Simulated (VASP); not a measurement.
Input of a VASP 6.6.1 run:

The input INCAR:

```
SYSTEM = Ti
PREC = Accurate
ENCUT = 600
EDIFF = 1E-7
ISMEAR = 0
SIGMA = 0.1
LREAL = .FALSE.
LASPH = .TRUE.
NELM = 100
ALGO = Fast
ISIF = 3
LWAVE = .FALSE.
LCHARG = .FALSE.
GGA = PE
IBRION = 2
NSW = 100
EDIFFG = -0.01
```

KPOINTS

```
regular mesh
0
G
  24 24 24
  0 0 0
```

File POSCAR:

```
Ti
1.0
    0.0000000000      2.0563341165      2.0563341165
    2.0563341165      0.0000000000      2.0563341165
    2.0563341165      2.0563341165      0.0000000000
Ti
1
Direct
    0.5000000000      0.5000000000      0.5000000000
```

Potentials or basis: VASP PAW PBE potentials, release 64 (Ti_sv).

Run with:

```console
$ cat potpaw_PBE.64/Ti_sv/POTCAR > POTCAR
$ mpirun -np 1 vasp_std > vasp.out
```

Task: Estimate the relaxed cell.

Result: a = 2.905 Å, b = 2.905 Å, c = 2.905 Å, α = 60.00°, β = 60.00°, γ = 60.00°.

Task: Predict the relaxed volume.

Result: 17.34 Å³/atom.

Final structure:
```
CELL_PARAMETERS angstrom
0.00000 2.05450 2.05450
2.05450 0.00000 2.05450
2.05450 2.05450 0.00000
ATOMIC_POSITIONS crystal
Ti 0.50000 0.50000 0.50000
```
